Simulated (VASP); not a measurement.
Here is a VASP 6.6.1 calculation.

The input INCAR:

```
SYSTEM = Ir
PREC     = Accurate       ! precision mode
ENCUT    = 500            ! plane-wave cutoff, eV
EDIFF    = 1E-6           ! SCF threshold, eV
ISMEAR   = 0              ! smearing method
SIGMA    = 0.1            ! smearing width, eV
LREAL    = .FALSE.        ! projectors in reciprocal space
LASPH    = .TRUE.         ! aspherical terms in the spheres
NELM     = 120            ! most SCF steps
ALGO     = Normal         ! electronic algorithm
ISIF     = 2              ! what is computed and relaxed
LWAVE    = .FALSE.        ! write WAVECAR
LCHARG   = .FALSE.        ! write CHGCAR
GGA      = PE             ! functional
ISYM     = 0            
NBANDS   = 10             ! bands
GGA_COMPAT= .FALSE.
```

The input KPOINTS:

```
Automatic mesh
0
Gamma
  2 2 2
  0.25 0.25 0.25
```

Contents of POSCAR:

```
Ir
1.0
    0.0000000000      1.9269646676      1.9269646676
    1.9269646676      0.0000000000      1.9269646676
    1.9269646676      1.9269646676      0.0000000000
Ir
1
Direct
    0.0000000000      0.0000000000      0.0000000000
```

Potentials or basis: VASP PAW PBE potentials, release 64 (Ir).

Command:

```bash
$ cat potpaw_PBE.64/Ir/POTCAR > POTCAR
$ mpirun -np 1 vasp_std > vasp.out
```

Problem. Estimate the pressure.

Solution. 28.4 GPa.

Caveat: the k points lie up to 1.41 Å⁻¹ apart.
